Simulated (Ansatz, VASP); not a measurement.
## FePt: VASP beside Ansatz

```
Fe Pt
1.0
     2.70522    0.00000    0.00000
     0.00000    2.70522    0.00000
     0.00000    0.00000    3.69503
Fe Pt
1 1
Direct
  0.00000 0.00000 0.00000
  0.50000 0.50000 0.50000
```

Alike in both runs: task single point; functional PBE; k mesh 10 × 10 × 7; collinear spin.

```csv
,VASP,Ansatz
version,VASP 6.6.1,Ansatz 0.2.0
potentials or method,"VASP PAW PBE potentials, release 64 (Fe, Pt), cutoff 520 eV","plane waves, PAW"
occupations,"methfessel-paxton of order 1, width 0.1 eV",cold
valence electrons in the cell,18,34
```

```tsv
	VASP	Ansatz	Ansatz less VASP
pressure (GPa)	7.5	8.0	+0.53
traceless stress, the component that is largest in VASP (GPa)	0.35	0.32	-0.031
net moment per atom (μB)	1.62	1.62	+0.004
size of the moment on the site where the two differ most (μB)	0.33	0.39	+0.063
```

Site moments also hang on the region over which each program counts them. VASP's potentials hold 18 valence electrons a cell and Ansatz's 34, so a difference there can come from the potentials and not from the codes. Ansatz's warnings: stability check not made.

Neither program's run includes spin-orbit coupling.
